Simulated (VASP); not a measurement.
# B17P16 (a cell with a defect) in VASP: notebook, part 2 of 2

VASP 6.6.1. Earlier steps stand in the parts before.

### Step 4. Single point, PBE

INCAR reads:

```
SYSTEM = B17P16
PREC     = Accurate       ! precision mode
ENCUT    = 520            ! plane-wave cutoff, eV
EDIFF    = 1E-7           ! SCF threshold, eV
ISMEAR   = 0              ! smearing method
SIGMA    = 0.02           ! smearing width, eV
LREAL    = Auto         
LASPH    = .TRUE.         ! aspherical terms in the spheres
NELM     = 80             ! most SCF steps
ALGO     = Normal         ! electronic algorithm
ISIF     = 2              ! what is computed and relaxed
LWAVE    = .FALSE.        ! write WAVECAR
LCHARG   = .FALSE.        ! write CHGCAR
GGA      = PE             ! functional
NELECT   = 130.0        
NBANDS   = 88             ! bands
```

KPOINTS reads:

```
Automatic mesh
0
Gamma
  2 2 2
  0.5 0.5 0.5
```

POSCAR reads:

```
B17P16
1.0
   -4.5481928018      4.5481928018     -4.5481928018
   -4.5481928018     -4.5481928018      4.5481928018
    4.5481928018      4.5481928018      4.5481928018
B P
17 16
Direct
    0.2503872526      0.2497774500      0.4945780881
    0.0000040675      0.4952318642      0.4990064403
    0.0000025285      0.2440389070      0.7543296095
    0.7550315366      0.7545190254      0.5095074244
    0.7494505287      0.4964975317      0.7490865380
    0.7477123658      0.2499612592     -0.0003243046
    0.4958400178     -0.0006161788      0.4989545516
    0.4971562549      0.7487953234      0.7491232559
    0.5041673913      0.5035472549      0.0031187112
    0.5028519238      0.2516431360      0.2519712884
    0.2449781811     -0.0005097629      0.7544808783
    0.2505575400      0.7470508943     -0.0003595934
    0.2522955930      0.5022527847      0.2519670009
    0.0000038477     -0.0006073841      0.0004324795
    0.0000039576      0.7489779234      0.2440826606
    0.7496209261     -0.0006057351      0.2441964421
    0.0000094543     -0.0009858861      0.6732456458
    0.0000037377     -0.0005938622      0.2497765705
    0.7488871181      0.2496250818      0.2475943851
    0.7412325394     -0.0005823192      0.4868335835
    0.5006179595      0.4999835317      0.2490504579
    0.5013684774      0.2505064208      0.4987246801
    0.4993905489     -0.0006301404      0.7484364996
    0.2502827056      0.7482686307      0.2475519506
    0.2511207308      0.5007422946      0.4987108284
    0.2587753095      0.2581893625      0.7456029566
    0.2516967837     -0.0006430026      0.0058955284
    0.0000034079      0.7405434745      0.4866502139
    0.0000041775      0.4986699331      0.7484574969
    0.0000036278      0.2510726897      0.0059158662
    0.7483115049      0.7476649844      0.7542020863
    0.7497250333      0.4979898827     -0.0027267973
    0.4986399211      0.7491422744     -0.0026390702
```

Potentials or basis: VASP PAW PBE potentials, release 64 (B, P).

On the command line:

```console
cat potpaw_PBE.64/B/POTCAR potpaw_PBE.64/P/POTCAR > POTCAR
mpirun -np 1 vasp_std > vasp.out
```

OUTCAR:

```text
SYSTEM = B17P16
   PREC = Accurate
   ENCUT = 520
   EDIFF = 1E-7
   ISMEAR = 0
   LREAL = Auto
   LASPH = .TRUE.
   NELM = 80
   ISIF = 2
   GGA = PE
   NELECT = 130.0

 ion  position               nearest neighbor table
   1  0.250  0.250  0.495-  26 1.93  18 1.96  25 1.96  22 1.96
   2  0.000  0.495  0.499-  29 1.96  25 1.96  19 1.96  28 1.97
   3  0.000  0.244  0.754-  17 1.82  30 1.96  29 2.02  20 2.03  26 2.03
   4  0.755  0.755  0.510-  17 1.82  31 1.96  21 2.02  20 2.03  28 2.03
   5  0.749  0.496  0.749-  32 1.95  22 1.96  31 1.97  29 1.97
   6  0.748  0.250  1.000-  19 1.95  32 1.96  30 1.97  23 1.97
   7  0.496  0.999  0.499-  23 1.96  22 1.96  24 1.96  20 1.97
   8  0.497  0.749  0.749-  33 1.95  25 1.96  31 1.97  23 1.97
   9  0.504  0.504  0.003-  21 1.96  33 1.96  32 1.96  26 1.97
  10  0.503  0.252  0.252-  22 1.95  19 1.96  27 1.97  21 1.97
  11  0.245  0.999  0.754-  17 1.82  27 1.96  23 2.02  26 2.03  28 2.03
  12  0.251  0.747  1.000-  24 1.95  33 1.96  27 1.97  29 1.97
  13  0.252  0.502  0.252-  25 1.95  24 1.96  30 1.97  21 1.97
  14  0.000  0.999  0.000-  18 1.96  30 1.97  31 1.97  27 1.97
  15  0.000  0.749  0.244-  28 1.93  18 1.96  24 1.96  32 1.96
[... 252 lines left out ...]
  band No.  band energies     occupation
      1      -7.7774      2.00000
      2      -6.8708      2.00000
      3      -6.8708      2.00000
      4      -6.7533      2.00000
      5      -4.9221      2.00000
      6      -4.8882      2.00000
[... 309 lines left out ...]
     76      10.9843      0.00000
     77      11.1307      0.00000
 [bands above 77 left out]

------------------------ aborting loop because EDIFF is reached ----------------------------------------

  FORCE on cell =-STRESS in cart. coord.  units (eV):
  Direction    XX          YY          ZZ          XY          YZ          ZX
  --------------------------------------------------------------------------------------
  -------------------------------------------------------------------------------------
  Total       -7.3034812     -7.3038297     -7.2917958      4.8984847      4.9245130      4.9250104
  in kB      -31.0930916    -31.0945753    -31.0433435     20.8543062     20.9651166     20.9672340
  external PRESSURE =     -31.0770035 kB  Pullay stress =       0.0000000 kB

 VOLUME and BASIS-vectors are now :
 -----------------------------------------------------------------------------
  energy-cutoff  :      520.00
  volume of cell :      376.34
      direct lattice vectors                 reciprocal lattice vectors
    -4.548192802  4.548192802 -4.548192802    -0.109933774  0.109933774  0.000000000
    -4.548192802 -4.548192802  4.548192802    -0.109933774  0.000000000  0.109933774
     4.548192802  4.548192802  4.548192802     0.000000000  0.109933774  0.109933774

 POSITION                                       TOTAL-FORCE (eV/Angst)
 -----------------------------------------------------------------------------------
     -0.02541      2.25221      2.24666         0.003573      0.000212     -0.001041
      0.01715      0.01719      4.52197         0.008618      0.008604      0.024704
      2.32089      2.32091      4.54076         0.043063      0.043161      0.053372
     -4.54839      2.31967      2.31501         0.045855      0.048836      0.039667
     -2.25982      4.55747      2.25651         0.011659      0.009940      0.017412
      0.00911      6.81059      2.28285         0.011233      0.017709      0.009961
[... 25 lines left out ...]
     -1.13906      5.68073      3.39085         0.014099      0.003083     -0.002674
     -1.13896      3.39686      5.67552         0.012037     -0.006329     -0.001638
 -----------------------------------------------------------------------------------
    total drift:                               -0.006040     -0.005937     -0.010889

  FREE ENERGIE OF THE ION-ELECTRON SYSTEM (eV)
  ---------------------------------------------------
  free  energy   TOTEN  =      -215.8607549930 eV

  energy  without entropy=     -215.8607549930  energy(sigma->0) =     -215.86075499
```

OSZICAR:

```text
N       E                     dE             d eps       ncg     rms          rms(c)
DAV:   1     0.414316075713E+03    0.41432E+03   -0.58022E+04   704   0.133E+03
DAV:   2    -0.188201579735E+03   -0.60252E+03   -0.56959E+03   864   0.225E+02
DAV:   3    -0.226059988823E+03   -0.37858E+02   -0.37262E+02   880   0.528E+01
DAV:   4    -0.226849912342E+03   -0.78992E+00   -0.78382E+00   864   0.829E+00
DAV:   5    -0.226873466591E+03   -0.23554E-01   -0.23496E-01   848   0.126E+00    0.293E+01
DAV:   6    -0.217256932274E+03    0.96165E+01   -0.19954E+01   824   0.107E+01    0.162E+01
DAV:   7    -0.215959951593E+03    0.12970E+01   -0.51529E+00   912   0.556E+00    0.477E+00
DAV:   8    -0.215855342178E+03    0.10461E+00   -0.40767E-01   856   0.185E+00    0.179E+00
DAV:   9    -0.215857217145E+03   -0.18750E-02   -0.59699E-02   880   0.670E-01    0.783E-01
DAV:  10    -0.215860225299E+03   -0.30082E-02   -0.46033E-03   840   0.203E-01    0.206E-01
DAV:  11    -0.215860614470E+03   -0.38917E-03   -0.80358E-04   800   0.857E-02    0.645E-02
DAV:  12    -0.215860728357E+03   -0.11389E-03   -0.10257E-04   832   0.329E-02    0.334E-02
DAV:  13    -0.215860753626E+03   -0.25270E-04   -0.32554E-05   784   0.185E-02    0.817E-03
DAV:  14    -0.215860755057E+03   -0.14308E-05   -0.26140E-06   904   0.511E-03    0.565E-03
DAV:  15    -0.215860754993E+03    0.64270E-07   -0.24568E-07   600   0.160E-03
   1 F= -.21586075E+03 E0= -.21586075E+03  d E =-.573271E-15
```

Run time: 2.1 min. Hardware: 1 thread of Intel Xeon 6975P-C (Granite Rapids), shared host; peak memory 0.49 GiB.

What came out:

* Free energy: -215.8608 eV
* Largest force: 0.667 eV/Å

Forces in eV/Å, atoms in the order of the input:
```
B    0.004  0.000 -0.001
B    0.009  0.009  0.025
B    0.043  0.043  0.053
B    0.046  0.049  0.040
B    0.012  0.010  0.017
B    0.011  0.018  0.010
B    0.009  0.026  0.010
B    0.011  0.016  0.013
B    0.026  0.009  0.010
B    0.015  0.011  0.013
B    0.049  0.046  0.040
B    0.010  0.012  0.017
B    0.018  0.011  0.010
B    0.044  0.044  0.044
B   -0.002 -0.002  0.004
B    0.000  0.004 -0.001
B   -0.389 -0.389 -0.376
P    0.008  0.008 -0.001
P    0.001 -0.007  0.014
P   -0.030  0.040 -0.035
P   -0.013  0.021  0.017
P   -0.006  0.012 -0.002
P    0.021 -0.013  0.017
P    0.003  0.014 -0.003
P   -0.007  0.001  0.014
P    0.040 -0.030 -0.035
P    0.029 -0.006  0.034
P   -0.030 -0.029  0.048
P    0.018  0.018 -0.013
P    0.030  0.030 -0.010
P   -0.006  0.029  0.034
P    0.014  0.003 -0.003
P    0.012 -0.006 -0.002
```

Levels at points of the mesh, in eV from the Fermi level:
```tsv
k point	band 63	band 64	band 65	band 66	band 67	band 68
(0.25, 0.25, 0.25)	-1.68	-1.66	-0.31	0.42	1.20	1.20
```

Caveat: the cell carries a net charge on a neutralising background, which shifts energy and pressure; the cell is charged against a uniform background, so pressure and absolute levels hang on convention.
